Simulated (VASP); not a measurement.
GaN:

```xyz
2
Lattice="0.0000 2.1771 2.1771 2.1771 0.0000 2.1771 2.1771 2.1771 0.0000" Properties=species:S:1:pos:R:3 pbc="T T T"
Ga    0.0000    0.0000    0.0000
N     2.1771    2.1771    2.1771
```

This cell differs from its parent crystal: volume scaled by 1.06.

Base run:

| Property | Result |
| --- | --- |
| Program | VASP 6.6.1 |
| Functional | PBE |
| Potentials or basis | VASP PAW PBE potentials, release 64 (Ga_d, N) |
| Cutoff | 520 eV |
| k mesh | 11 × 11 × 11 |
| Occupations | fermi-dirac, width 0.05 eV |
| Spin | no spin polarisation |

Its results: band gap on the k mesh 0.20 eV, indirect (least direct gap 1.69 eV); pressure -10.1 GPa.

Question: The run is repeated on the same cell with these changes: functional from PBE to r2SCAN; further incar settings from ALGO = Normal; EDIFF = 1e-06; NBANDS = 16 to ALGO = Normal; EDIFF = 1e-07; NBANDS = 16. What comes out?

Answer: Band gap on the k mesh 0.67 eV, indirect (least direct gap 2.19 eV); pressure -18.3 GPa.

Caveats: the PAW data sets were made with another functional, which shifts forces and pressure a little (some runs).

A k mesh can miss the band edges.
